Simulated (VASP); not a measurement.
Si3N4:

```
Si N
1.0
     7.60150    0.00000    0.00000
    -3.80075    6.58309    0.00000
     0.00000    0.00000    2.90610
Si N
6 8
Direct
  0.76796 0.17408 0.25000
  0.59388 0.76796 0.75000
  0.82592 0.59388 0.25000
  0.23204 0.82592 0.75000
  0.40612 0.23204 0.25000
  0.17408 0.40612 0.75000
  0.02996 0.32990 0.25000
  0.70006 0.02996 0.75000
  0.67010 0.70006 0.25000
  0.97004 0.67010 0.75000
  0.29994 0.97004 0.25000
  0.32990 0.29994 0.75000
  0.66667 0.33333 0.25000
  0.33333 0.66667 0.75000
```

Base run:

```yaml
Program: VASP 6.6.1
Functional: r2SCAN
Potentials_or_basis: VASP PAW PBE potentials, release 64 (Si, N)
Cutoff: 520 eV
k_mesh: 4 × 4 × 10
Occupations: fermi-dirac, width 0.02 eV
Spin: no spin polarisation
```

Its results: band gap on the k mesh 4.99 eV (least direct gap 5.19 eV); pressure -0.1 GPa; largest force 0.037 eV/Å.

Q: The run is repeated on the same cell with these changes: functional from r2SCAN to PBE; further incar settings from ALGO = Normal; EDIFF = 1e-08; NBANDS = 45 to ALGO = Normal; EDIFF = 1e-06; NBANDS = 45. What comes out?

A: Band gap on the k mesh 4.33 eV (least direct gap 4.52 eV); pressure 5.4 GPa; largest force 0.013 eV/Å.

Caveats: the PAW data sets were made with another functional, which shifts forces and pressure a little (at least some runs); the cell stands under pressure (at least some runs).

A k mesh can miss the band edges.
